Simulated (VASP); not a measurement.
Write the native input for VASP 6.6.1 that does the following.

```
Task                   : single point
Functional             : PBE
Potentials or basis    : VASP PAW PBE potentials, release 64 (Si, Ge_d)
Cutoff                 : 520 eV
k mesh                 : 6 × 6 × 1
Occupations            : gaussian, width 0.1 eV
Spin                   : no spin polarisation
Dipole correction      : no
Further INCAR settings : ALGO = Normal; EDIFF = 1e-07; NBANDS = 71
```

The structure of SiGe4 lies in POSCAR:

```
SiGe4
1.0
    3.1688936448      0.0000000000      0.0000000000
   -1.5844468224      2.7443423983      0.0000000000
    0.0000000000      0.0000000000     21.4421717413
Si Ge
2 8
Direct
    0.3333333333      0.6666666667      0.8025103175
    0.3333333333      0.6666666667      0.1974896825
    0.3333333333      0.6666666667      0.6028162149
    0.3333333333      0.6666666667      0.0000000000
    0.3333333333      0.6666666667      0.3971837851
    0.6666666667      0.3333333333      0.7077043918
    0.6666666667      0.3333333333      0.8963898209
    0.6666666667      0.3333333333      0.1036101791
    0.6666666667      0.3333333333      0.2922956082
    0.6666666667      0.3333333333      0.5000000000
```

One way to write it, as run:

INCAR

```
PREC = Accurate
ENCUT = 520
EDIFF = 1E-7
ISMEAR = 0
SIGMA = 0.1
LREAL = False
LASPH = True
NELM = 60
ALGO = Normal
ISIF = 2
LWAVE = False
LCHARG = False
GGA = PE
NBANDS = 71
```

KPOINTS

```
Automatic mesh
0
Gamma
  6 6 1
```

Potentials or basis: VASP PAW PBE potentials, release 64 (Si, Ge_d).

Launch:

```bash
$ cat potpaw_PBE.64/Si/POTCAR potpaw_PBE.64/Ge_d/POTCAR > POTCAR
$ mpirun -np 1 vasp_std > vasp.out
```

Results of the run:

```yaml
Pressure: 0.0 GPa
Largest_force: 0.030 eV/Å
Band_gap_on_the_k_mesh: zero (bands 60 and 61 overlap by 6.65 eV)
```

Caveat: the k points lie up to 0.38 Å⁻¹ apart, too coarse for converged energies and pressures of a metal.

It took 2.4 min on 1 thread of Intel(R) Xeon(R) Platinum 8488C (Sapphire Rapids), on a shared host, peak memory 0.31 GiB.
